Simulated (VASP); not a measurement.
MgO:

```
Mg O
1.0
     2.65982    0.00000    0.00000
     0.00000    2.65982    0.00000
     0.00000    0.00000    2.65982
Mg O
1 1
Direct
  0.00000 0.00000 0.00000
  0.50000 0.50000 0.50000
```

* Program: VASP 6.6.1
* Task: relaxation of cell and atoms
* Functional: PBEsol
* Potentials or basis: VASP PAW PBE potentials, release 64 (Mg, O)
* Cutoff: 600 eV
* k mesh: 8 × 8 × 8
* Occupations: fermi-dirac, width 0.02 eV
* Spin: no spin polarisation

At the start: pressure -4.9 GPa; volume 9.41 Å³/atom.

**Question.** How do energy, volume and symmetry change on relaxing?

**Answer.** Over 3 steps the energy falls by 5.1 meV/atom and the volume is 9.08 Å³/atom (-3.5 %); space group Pm-3m (No. 221, to 0.05 Å).

The path:
```tsv
step	energy change (eV)	largest force (eV/Å)	pressure (GPa)	volume (Å³)
1	0.0000	0.0000	-4.86	18.82
2	-0.0098	0.0000	0.99	18.05
3	-0.0102	0.0000	0.00	18.17
```

Final structure:
```xyz
2
Lattice="2.6289 0.0000 0.0000 0.0000 2.6289 0.0000 0.0000 0.0000 2.6289" Properties=species:S:1:pos:R:3 pbc="T T T"
Mg    0.0000    0.0000    0.0000
O     1.3144    1.3144    1.3144
```

Caveat: the PAW data sets were made with another functional, which shifts forces and pressure a little.
